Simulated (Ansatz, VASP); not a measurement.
Two plane-wave programs on Ta

File INCAR:

```
SYSTEM = Ta
ALGO = Fast
EDIFF = 1E-6
ENCUT = 520
GGA = PE
ISIF = 2
ISMEAR = 0
LASPH = .True.
LCHARG = .True.
LELF = .True.
LREAL = .False.
LVHAR = .True.
LWAVE = .False.
NBANDS = 12
NELM = 100
PREC = Accurate
SIGMA = 0.05
```

Contents of KPOINTS:

```
k-points
0
Gamma
  18 18 18
  0 0 0
```

POSCAR

```
Ta
1.0
    0.0000000000      2.1115121932      2.1115121932
    2.1115121932      0.0000000000      2.1115121932
    2.1115121932      2.1115121932      0.0000000000
Ta
1
Direct
    0.0000000000      0.0000000000      0.0000000000
```

Input for Ansatz:

```yaml
crystal:
  lattice:
    - [0.0, 2.1115121932, 2.1115121932]
    - [2.1115121932, 0.0, 2.1115121932]
    - [2.1115121932, 2.1115121932, 0.0]
  atoms:
    - { symbol: Ta, position: [0.0, 0.0, 0.0] }
basis:
  ecutwfc: 420
  ecutrho_ratio: 4
kpoints:
  mp_grid: { grid: [18, 18, 18] }
  band_path:
    path:
      - [[0.0, 0.0, 0.0], [0.5, 0.0, 0.5], [0.625, 0.25, 0.625]]
      - [[0.375, 0.375, 0.75], [0.0, 0.0, 0.0], [0.5, 0.5, 0.5], [0.5, 0.25, 0.75], [0.5, 0.0, 0.5]]
    npoints: 14
hamiltonian:
  xc: pbe
scf:
  occupations: { method: gaussian, width: 0.05 }
  n_extra_bands: 10
output:
  forces: true
  stress: true
  eigenvalues: true
  populations: true
  dos: { projected: true, de: 0.02, nscf_kmesh: { grid: [27, 27, 27] } }
  bader: true
```

Alike in both runs: task single point; functional PBE; k mesh 18 × 18 × 18; occupations gaussian, width 0.05 eV; no spin polarisation.

|  | VASP | Ansatz |
| --- | --- | --- |
| version | VASP 6.6.1 | Ansatz 0.2.0 |
| potentials or method | VASP PAW PBE potentials, release 64 (Ta_pv), cutoff 520 eV | scalar-relativistic, plane waves, PAW |
| valence electrons in the cell | 11 | 13 |

|  | VASP | Ansatz | Ansatz less VASP |
| --- | --- | --- | --- |
| gap on the k mesh at the Fermi level (eV) | none | none | - |
| pressure (GPa) | 0.1 | 0.1 | -0.01 |

A gap of «none» marks a metal or a gap that the smearing closes. The functional is the same, so the differences come from potentials, cutoffs and numerics. VASP's potentials hold 11 valence electrons a cell and Ansatz's 13, so a difference there can come from the potentials and not from the codes.

Neither program's run includes spin-orbit coupling.
